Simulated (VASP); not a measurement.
## In3Sb: relaxation of cell and atoms with LDA

The system is In3Sb.

```
CELL_PARAMETERS angstrom
0.00000 3.84000 3.84000
3.84000 0.00000 3.84000
3.84000 3.84000 0.00000
ATOMIC_POSITIONS crystal
Sb 0.00000 0.00000 0.00000
In 0.50000 0.50000 0.50000
In 0.25000 0.25000 0.25000
In 0.75000 0.75000 0.75000
```

```
Program                : VASP 6.6.1
Task                   : relaxation of cell and atoms
Functional             : LDA
Potentials or basis    : VASP PAW LDA potentials, release 64 (Sb, In_d)
Cutoff                 : 500 eV
k mesh                 : 4 × 4 × 4
Occupations            : gaussian, width 0.02 eV
Spin                   : no spin polarisation
Dipole correction      : no
Further INCAR settings : ALGO = Normal; EDIFF = 1e-07; IBRION = 2; EDIFFG = -0.03; NSW = 80; ISIF = 3
```

```json
{
  "Relaxed volume": "25.50 Å³/atom",
  "Relaxed cell": "a = 5.244 Å, b = 5.244 Å, c = 5.244 Å, α = 60.00°, β = 60.00°, γ = 60.00°",
  "Space group after relaxing (to 0.1 Å)": "Fm-3m (No. 225)",
  "Energy gained by relaxing": "22.5 meV/atom",
  "Ionic steps": "3",
  "Pressure after relaxing": "0.2 GPa",
  "Band gap on the k mesh": "zero (bands 22 and 23 overlap by 3.55 eV)"
}
```

The path:
```
step  energy change (eV)  largest force (eV/Å)  pressure (GPa)  volume (Å³)
   1              0.0000                0.0000           -2.56       113.25
   2             -0.0745                0.0000           -1.00       105.99
   3             -0.0899                0.0000            0.18       101.98
```

Final structure:
```
CELL_PARAMETERS angstrom
0.00000 3.70823 3.70823
3.70823 0.00000 3.70823
3.70823 3.70823 0.00000
ATOMIC_POSITIONS crystal
Sb 0.00000 0.00000 0.00000
In 0.50000 0.50000 0.50000
In 0.25000 0.25000 0.25000
In 0.75000 0.75000 0.75000
```

Levels at points of the mesh, in eV from the Fermi level:
| k point | band 17 | band 18 | band 19 | band 20 | band 21 | band 22 | band 23 | band 24 | band 25 | band 26 |
| --- | --- | --- | --- | --- | --- | --- | --- | --- | --- | --- |
| (0.00, 0.00, 0.00) | -5.03 | -2.01 | -1.35 | -1.35 | -1.35 | 0.12 | 0.12 | 0.12 | 0.58 | 1.18 |
| (0.50, 0.00, 0.00) | -7.42 | -4.08 | -2.24 | -2.00 | -2.00 | -0.71 | -0.71 | 1.99 | 2.98 | 4.45 |
| (0.50, 0.50, 0.00) | -6.76 | -4.98 | -3.82 | -3.76 | -3.76 | 2.84 | 3.15 | 3.15 | 4.05 | 4.60 |

Wall time 56 s on 1 thread of Intel(R) Xeon(R) Platinum 8259CL CPU @ 2.50GHz (Skylake/Cascade Lake), on a shared host, peak memory 0.21 GiB.

Caveat: spin-orbit coupling is left out, which moves the levels of the heavy elements.
